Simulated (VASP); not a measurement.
AlN, 8 atoms in the cell. It takes space group Cm (No. 8, monoclinic). Conventional cell: a = 6.190 Å, b = 6.190 Å, c = 4.377 Å, α = 90.00°, β = 90.00°, γ = 90.00°. Within 2.1 Å of Al (site symmetry m) lie 3 N at 1.61 to 1.89 Å. Within 2.5 Å of Al (site symmetry 1) lie 4 N at 1.90 Å. Within 2.5 Å of Al (site symmetry m) lie 4 N at 1.90 Å. Within 2.1 Å of N (site symmetry m) lie 4 Al at 1.61 to 1.90 Å. N (site symmetry 1) has 4 Al at 1.89 to 1.90 Å within 2.5 Å. N (site symmetry m) has 4 Al at 1.90 to 2.39 Å within 2.5 Å.  This cell differs from its parent crystal: atom 1 (Al) moved by -0.504 Å along [1 1 0] and -0.126 Å along [0 0 1].

```yaml
Program: VASP 6.6.1
Task: single point
Functional: PBEsol
Potentials_or_basis: VASP PAW PBE potentials, release 64 (Al, N)
Cutoff: 520 eV
k_mesh: 6 × 6 × 6
Occupations: gaussian, width 0.05 eV
Spin: no spin polarisation
Dipole_correction: no
Further_INCAR_settings: ALGO = Normal; EDIFF = 1e-06; NBANDS = 26
```

Potentials or basis: VASP PAW PBE potentials, release 64 (Al, N).

The run is started by

```bash
$ cat potpaw_PBE.64/Al/POTCAR potpaw_PBE.64/N/POTCAR > POTCAR
$ mpirun -np 1 vasp_std > vasp.out
```

Hardware: 1 thread of Intel(R) Xeon(R) Platinum 8259CL CPU @ 2.50GHz (Skylake/Cascade Lake), with other jobs on the host.

Task: Estimate the wall time of this run.

Result: Run time: 99 s on 1 thread of Intel(R) Xeon(R) Platinum 8259CL CPU @ 2.50GHz (Skylake/Cascade Lake) (shared host), peak memory 0.26 GiB. Counts: scf iterations 14, k points 68.
